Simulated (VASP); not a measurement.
Wanted: the native input for a VASP 6.6.1 run.

```yaml
Task: single point
Functional: PBE
Dispersion: D4
Potentials_or_basis: VASP PAW PBE potentials, release 64 (Zr_sv, Si)
Cutoff: 520 eV
k_mesh: 6 × 6 × 6
Occupations: gaussian, width 0.05 eV
Spin: no spin polarisation
Dipole_correction: no
Further_INCAR_settings: ALGO = Normal; EDIFF = 1e-07; NBANDS = 29
```

The structure of ZrSi2 lies in POSCAR:

```
ZrSi2
1.0
    1.8563661515     -7.3446756545      0.0000000000
    1.8563661515      7.3446756545      0.0000000000
    0.0000000000      0.0000000000      3.6719269130
Zr Si
2 4
Direct
    0.6047637587      0.3952362413      0.2500000000
    0.3952362413      0.6047637587      0.7500000000
    0.9463684182      0.0536315818      0.2500000000
    0.0536315818      0.9463684182      0.7500000000
    0.2500716062      0.7499283938      0.2500000000
    0.7499283938      0.2500716062      0.7500000000
```

These files were run (other wordings do the same):

INCAR

```
SYSTEM = ZrSi2
PREC = Accurate ; ENCUT = 520
EDIFF = 1E-7 ; ISMEAR = 0
SIGMA = 0.05 ; LREAL = .False.
LASPH = .True. ; NELM = 80
ALGO = Normal ; ISIF = 2
LWAVE = .False. ; LCHARG = .False.
GGA = PE ; IVDW = 13
NBANDS = 29
```

KPOINTS

```
regular mesh
0
Gamma
  6 6 6
  0 0 0
```

Potentials or basis: VASP PAW PBE potentials, release 64 (Zr_sv, Si).

Launch:

```sh
$ cat potpaw_PBE.64/Zr_sv/POTCAR potpaw_PBE.64/Si/POTCAR > POTCAR
$ mpirun -np 1 vasp_std > vasp.out
```

It gave:

```yaml
Pressure: -2.5 GPa
Largest_force: 0.007 eV/Å
Band_gap_on_the_k_mesh: zero (bands 20 and 21 overlap by 0.77 eV)
Dispersion_energy_per_atom: -0.357 eV
```

Wall time 9.5 min on 1 thread of Intel Xeon 8259CL, with other jobs on the host, peak memory 0.34 GiB.
